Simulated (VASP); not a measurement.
The system is I.

```
I
1.0
     3.57945   -2.34575    0.00000
     3.57945    2.34575    0.00000
     0.00000    0.00000    9.80140
I
4
Direct
  0.84600 0.15400 0.11742
  0.65400 0.34600 0.61742
  0.15400 0.84600 0.88258
  0.34600 0.65400 0.38258
```

```yaml
Program: VASP 6.6.1
Task: relaxation of cell and atoms
Functional: BLYP
Potentials_or_basis: VASP PAW PBE potentials, release 64 (I)
Cutoff: 600 eV
k_mesh: 5 × 5 × 2
Occupations: fermi-dirac, width 0.05 eV
Spin: no spin polarisation
```

At the start: pressure 4.0 GPa; volume 41.15 Å³/atom.

Problem. How do energy, volume and symmetry change on relaxing?

Solution. Over 30 steps the energy falls by 153.7 meV/atom and the volume is 76.95 Å³/atom (+87.0 %); space group Cmce (No. 64, to 0.1 Å) before and after.

The path:
```tsv
step	energy change (eV)	largest force (eV/Å)	pressure (GPa)	volume (Å³)
1	0.0000	0.7679	3.96	164.59
2	-0.2096	0.4445	-0.45	190.03
3	-0.2379	0.2296	0.43	182.40
4	-0.3297	0.1717	0.31	189.29
5	-0.4805	0.0627	0.31	210.00
6	-0.5063	0.5835	0.91	251.46
7	-0.5561	0.2175	0.26	267.81
8	-0.5639	0.0233	-0.07	278.35
9	-0.5665	0.0229	-0.06	278.72
10	-0.5738	0.0224	-0.04	279.82
11	-0.5862	0.0249	0.01	281.86
12	-0.6002	0.0503	0.14	285.34
13	-0.6009	0.0701	0.21	286.60
14	-0.6044	0.0997	0.09	290.00
15	-0.6050	0.1358	0.00	292.55
16	-0.6075	0.1152	0.00	294.21
17	-0.6123	0.0528	0.01	299.18
18	-0.6104	0.0758	0.04	309.04
19	-0.6134	0.0061	0.01	302.84
20	-0.6134	0.0081	0.01	302.63
21	-0.6138	0.0025	0.03	302.98
22	-0.6140	0.0195	0.06	303.53
23	-0.6139	0.0548	0.11	304.60
24	-0.6141	0.0326	0.07	303.92
25	-0.6142	0.0307	0.08	304.18
26	-0.6145	0.0251	0.06	304.96
27	-0.6148	0.0140	0.03	306.54
28	-0.6148	0.0086	-0.02	309.68
29	-0.6149	0.0049	0.00	307.96
30	-0.6149	0.0054	0.00	307.79
```

Final structure:
```
I
1.0
     6.14079   -2.50041    0.00000
     6.14079    2.50041    0.00000
     0.00000    0.00000   10.02283
I
4
Direct
  0.85332 0.14668 0.12109
  0.64668 0.35332 0.62109
  0.14668 0.85332 0.87891
  0.35332 0.64668 0.37891
```

Caveat: the volume moved by over 15 % at a fixed basis, so the end points are rough; this functional lacks dispersion, which holds the molecules together, so the pressure and a relaxed volume are unreliable; the PAW data sets were made with another functional, which shifts forces and pressure a little.
